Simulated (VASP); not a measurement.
GaSb:

```
Sb Ga
1.0
    -2.78967    2.78967    1.61164
     2.78967   -2.78967    1.61164
     2.78967    2.78967   -1.61164
Sb Ga
1 1
Direct
  0.00000 0.00000 0.00000
  0.75000 0.25000 0.50000
```

This cell differs from its parent crystal: volume scaled by 1.04.

Base run:

```yaml
Program: VASP 6.6.1
Functional: PBEsol
Potentials_or_basis: VASP PAW PBE potentials, release 64 (Sb, Ga_d)
Cutoff: 520 eV
k_mesh: 10 × 10 × 10
Occupations: fermi-dirac, width 0.05 eV
Spin: no spin polarisation
```

Its results: band gap on the k mesh zero (band 9 reaches 7.77 eV, above the bottom of band 10 at 3.40 eV); pressure -4.5 GPa.

Q: The run is repeated on the same cell with these changes: functional from PBEsol to PBE; further incar settings from ALGO = Normal; EDIFF = 1e-07; NBANDS = 16 to ALGO = Normal; EDIFF = 1e-06; NBANDS = 16. What comes out?

A: Band gap on the k mesh zero (band 9 reaches 7.92 eV, above the bottom of band 10 at 3.56 eV); pressure -1.8 GPa.

Caveats: spin-orbit coupling is left out, which moves the levels of the heavy elements; the PAW data sets were made with another functional, which shifts forces and pressure a little (some runs).
